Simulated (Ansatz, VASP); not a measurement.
# One calculation of SiO2, two programs

```
CELL_PARAMETERS angstrom
4.23317 0.00000 0.00000
0.00000 4.23317 0.00000
0.00000 0.00000 2.69349
ATOMIC_POSITIONS crystal
Si 0.00000 0.00000 0.00000
Si 0.50000 0.50000 0.50000
O 0.80684 0.19316 0.50000
O 0.30684 0.30684 0.00000
O 0.19316 0.80684 0.50000
O 0.69316 0.69316 0.00000
```

Alike in both runs: functional PBE0; k mesh 4 × 4 × 6; occupations fermi-dirac, width 0.05 eV; no spin polarisation.

```csv
,VASP,Ansatz
version,VASP 6.6.1,Ansatz 0.2.0
potentials or method,"VASP PAW PBE potentials, release 64 (Si, O)",Ansatz PAW
plane-wave cutoff (eV),520,420
valence electrons in the cell,32,32
task,single point,band structure
```

Ansatz gave:

| Property | Result |
| --- | --- |
| gap on the k mesh at the Fermi level (eV) | 7.87 |
| least direct gap on the mesh (eV) | 7.87 |
| pressure (GPa) | -11.5 |
| traceless stress, the component that is largest in VASP (GPa) | -1.90 |
| rms of the force components (eV/Å) | 0.077 |

Which values does VASP return?

gap on the k mesh at the Fermi level (eV): 7.86; least direct gap on the mesh (eV): 7.86; pressure (GPa): -11.5; traceless stress, the component that is largest in VASP (GPa): -1.50; rms of the force components (eV/Å): 0.070.

Atom by atom the forces differ by 0.007 eV/Å (rms over components). The functional is the same, so the differences come from potentials, cutoffs and numerics.
